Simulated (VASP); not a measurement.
The system is Si7Ni4.

```
CELL_PARAMETERS angstrom
5.43100 0.00000 0.00000
0.00000 5.43100 0.00000
0.00000 0.00000 5.43100
ATOMIC_POSITIONS crystal
Ni 0.00000 0.00000 0.00000
Ni 0.00000 0.50000 0.50000
Ni 0.50000 0.00000 0.50000
Ni 0.50000 0.50000 0.00000
Si 0.75000 0.75000 0.75000
Si 0.25000 0.75000 0.75000
Si 0.75000 0.25000 0.25000
Si 0.75000 0.25000 0.75000
Si 0.25000 0.75000 0.25000
Si 0.75000 0.75000 0.25000
Si 0.25000 0.25000 0.75000
```

- Program: VASP 6.6.1
- Task: relaxation of volume and atoms at fixed shape
- Functional: PBE
- Potentials or basis: VASP PAW PBE potentials, release 64 (Ni, Si)
- Cutoff: 600 eV
- k mesh: 8 × 8 × 8
- Occupations: methfessel-paxton, width 0.1 eV
- Spin: no spin polarisation

At the start: pressure -4.4 GPa; volume 14.56 Å³/atom.

Problem. Where does the relaxation end?

Solution. Over 15 steps the energy falls by 6.6 meV/atom and the volume is 14.09 Å³/atom (-3.2 %); space group P-43m (No. 215, to 0.1 Å) before and after.

The path:
```
step  energy change (eV)  largest force (eV/Å)  pressure (GPa)  volume (Å³)
   1              0.0000                0.1298           -4.41       160.19
   2             -0.0243                0.1483            3.94       151.07
   3             -0.0725                0.0149           -0.04       155.08
   4             -0.0725                0.0178           -0.06       154.98
   5             -0.0604                0.0811            2.01       153.02
   6             -0.0725                0.0211            0.15       154.88
   7             -0.0725                0.0055           -0.13       155.16
   8             -0.0726                0.0115           -0.15       155.05
   9             -0.0726                0.0151           -0.01       154.98
  10             -0.0726                0.0149            0.10       154.99
  11             -0.0726                0.0133            0.01       155.02
  12             -0.0726                0.0128            0.05       155.03
  13             -0.0726                0.0124            0.06       155.04
  14             -0.0726                0.0120            0.02       155.04
  15             -0.0726                0.0095            0.02       155.04
```

Final structure:
```
Ni Si
1.0
     5.37214    0.00000    0.00000
     0.00000    5.37214    0.00000
     0.00000    0.00000    5.37214
Ni Si
4 7
Direct
  0.99972 0.99972 0.99972
  0.99972 0.50028 0.50028
  0.50028 0.99972 0.50028
  0.50028 0.50028 0.99972
  0.75000 0.75000 0.75000
  0.25000 0.75000 0.75000
  0.75000 0.25000 0.25000
  0.75000 0.25000 0.75000
  0.25000 0.75000 0.25000
  0.75000 0.75000 0.25000
  0.25000 0.25000 0.75000
```
